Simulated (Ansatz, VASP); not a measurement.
## HgS3 in VASP and in Ansatz

The input POSCAR:

```
HgS3
1.0
    4.4002604410      0.0000000000      0.0000000000
    0.0000000000      4.4002604410      0.0000000000
    0.0000000000      0.0000000000      4.3550319053
Hg S
1 3
Direct
    0.0000000000      0.0000000000      0.0000000000
    0.0000000000      0.5000000000      0.5000000000
    0.5000000000      0.0000000000      0.5000000000
    0.5000000000      0.5000000000      0.0000000000
```

INCAR.step1

```
SYSTEM = HgS3
ALGO = Normal
EDIFF = 1E-4
ENCUT = 600
GGA = PE
ISMEAR = 0
LASPH = .True.
LCHARG = .False.
LREAL = .False.
LWAVE = .True.
NELM = 100
PREC = Accurate
SIGMA = 0.1
```

File INCAR.step2:

```
SYSTEM = HgS3
ALGO = Normal
EDIFF = 1E-7
EDIFFG = -0.04
ENCUT = 600
IBRION = 2
ISIF = 3
ISMEAR = 0
ISTART = 1
LASPH = .True.
LCHARG = .False.
LMIXTAU = .True.
LREAL = .False.
LWAVE = .False.
METAGGA = R2SCAN
NELM = 100
NSW = 90
PREC = Accurate
SIGMA = 0.1
```

KPOINTS

```
k-points
0
Gamma
  4 4 4
  0 0 0
```

Input for Ansatz:

```yaml
crystal:
  lattice:
    - [4.400260441, 0.0, 0.0]
    - [0.0, 4.400260441, 0.0]
    - [0.0, 0.0, 4.3550319053]
  atoms:
    - { symbol: Hg, position: [0.0, 0.0, 0.0] }
    - { symbol: S, position: [0.0, 0.5, 0.5] }
    - { symbol: S, position: [0.5, 0.0, 0.5] }
    - { symbol: S, position: [0.5, 0.5, 0.0] }
basis:
  ecutwfc: 500
kpoints:
  mp_grid: { grid: [4, 4, 4] }
hamiltonian:
  xc: r2scan
scf:
  occupations: { method: gaussian, width: 0.1 }
  lower_state_search: "off"
output:
  forces: true
  stress: true
  eigenvalues: true
relax:
  adjacent_minimum: "off"
  f_tol: 0.04
  max_steps: 70
  cell: { stress_tol: 0.4 }
```

Alike in both runs: task relaxation of cell and atoms; functional r2SCAN; k mesh 4 × 4 × 4; occupations gaussian, width 0.1 eV; no spin polarisation.

|  | VASP | Ansatz |
| --- | --- | --- |
| version | VASP 6.6.1 | Ansatz 0.2.0 |
| potentials or method | VASP PAW PBE potentials, release 64 (Hg, S), cutoff 600 eV | scalar-relativistic, plane waves, PAW |
| valence electrons in the cell | 30 | 38 |

VASP gave:

```
gap on the k mesh at the Fermi level, each at its own relaxed structure (eV) : none
relaxed volume (Å³/atom)                                                     : 18.44
relaxed cell length with the largest relative difference (Å)                 : 2.744
```

What did Ansatz give for the same quantities?

gap on the k mesh at the Fermi level, each at its own relaxed structure (eV): none; relaxed volume (Å³/atom): 18.42; relaxed cell length with the largest relative difference (Å): 3.299.

VASP's potentials were made for PBE, not for r2SCAN. A gap of «none» marks a metal or a gap that the smearing closes. One of these differences is far larger than is usual between the two programs; its cause wasn't traced. VASP's potentials hold 30 valence electrons a cell and Ansatz's 38, so a difference there can come from the potentials and not from the codes.

The k mesh is coarse, so the values compare programs but aren't converged. Neither program's run includes spin-orbit coupling.
